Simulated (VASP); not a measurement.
Crystal: Li.

```xyz
1
Lattice="-1.7547 1.7547 1.7547 1.7547 -1.7547 1.7547 1.7547 1.7547 -1.7547" Properties=species:S:1:pos:R:3 pbc="T T T"
Li    0.0000    0.0000    0.0000
```

| Property | Result |
| --- | --- |
| Program | VASP 6.6.1 |
| Task | relaxation of cell and atoms |
| Functional | PBEsol |
| Potentials or basis | VASP PAW PBE potentials, release 64 (Li_sv) |
| Cutoff | 600 eV |
| k mesh | 11 × 11 × 11 |
| Occupations | fermi-dirac, width 0.05 eV |
| Spin | no spin polarisation |

At the start: pressure -0.9 GPa; volume 21.61 Å³/atom.

Q: Where does the relaxation end?

A: Over 4 steps the energy falls by 5.0 meV/atom and the volume is 19.96 Å³/atom (-7.6 %); space group Im-3m (No. 229, to 0.05 Å).

Step by step:
```csv
step,energy change (eV),largest force (eV/Å),pressure (GPa),volume (Å³)
1,0.0000,0.0000,-0.93,21.61
2,-0.0020,0.0000,-0.74,21.22
3,-0.0049,0.0000,-0.15,20.20
4,-0.0050,0.0000,0.01,19.96
```

Final structure:
```xyz
1
Lattice="-1.7088 1.7088 1.7088 1.7088 -1.7088 1.7088 1.7088 1.7088 -1.7088" Properties=species:S:1:pos:R:3 pbc="T T T"
Li    3.4177    0.0000    0.0000
```

The cell as given is a measured one (21.61 Å³/atom); PBEsol puts the equilibrium volume -7.6 % from it, thermal expansion not counted.

Caveat: the cutoff is under 1.25 times the usual one of these potentials, so pressure, stress and relaxed cells hold a basis-set (Pulay) error; the PAW data sets were made with another functional, which shifts forces and pressure a little.
